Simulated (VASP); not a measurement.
A run of VASP 6.6.1 is set up as follows.

Contents of POSCAR:

```
Cu
1.0
    2.4513721511      0.0000000000      0.0000000000
   -1.2256860756      2.1229505570      0.0000000000
    0.0000000000      0.0000000000      4.4007833202
Cu
2
Direct
    0.3333333333      0.6666666667      0.2500000000
    0.6666666667      0.3333333333      0.7500000000
```

File INCAR.step1:

```
SYSTEM = Cu
ALGO = Normal ; EDIFF = 1E-4
ENCUT = 520 ; GGA = PE
ISMEAR = 0 ; LASPH = .TRUE.
LCHARG = .FALSE. ; LREAL = .FALSE.
LWAVE = .TRUE. ; NBANDS = 18
NELM = 60 ; PREC = Accurate
SIGMA = 0.15
```

Contents of INCAR.step2:

```
SYSTEM = Cu
ALGO = Normal ; EDIFF = 1E-7
ENCUT = 520 ; ISIF = 2
ISMEAR = 0 ; ISTART = 1
LASPH = .TRUE. ; LCHARG = .TRUE.
LELF = .TRUE. ; LMIXTAU = .TRUE.
LREAL = .FALSE. ; LVHAR = .TRUE.
LWAVE = .FALSE. ; METAGGA = R2SCAN
NBANDS = 18 ; NELM = 60
PREC = Accurate ; SIGMA = 0.15
```

Contents of KPOINTS:

```
k-points
0
G
  30 30 16
  0 0 0
```

Potentials or basis: VASP PAW PBE potentials, release 64 (Cu).

Command:

```bash
$ cat potpaw_PBE.64/Cu/POTCAR > POTCAR
$ cp INCAR.step1 INCAR
$ mpirun -np 1 vasp_std > vasp.out
$ cp INCAR.step2 INCAR
$ mpirun -np 1 vasp_std > vasp.out
```

Problem. Estimate the pressure.

Solution. 2.4 GPa.

Problem. Predict the band gap on the k mesh.

Solution. Zero (band 11 reaches 12.62 eV, above the bottom of band 12 at 5.70 eV).

Stress tensor (GPa, compression positive):
```
 8.34  0.00  0.00
 0.00  8.34  0.00
 0.00  0.00 -9.47
```

Caveat: the PAW data sets were made with another functional, which shifts forces and pressure a little.
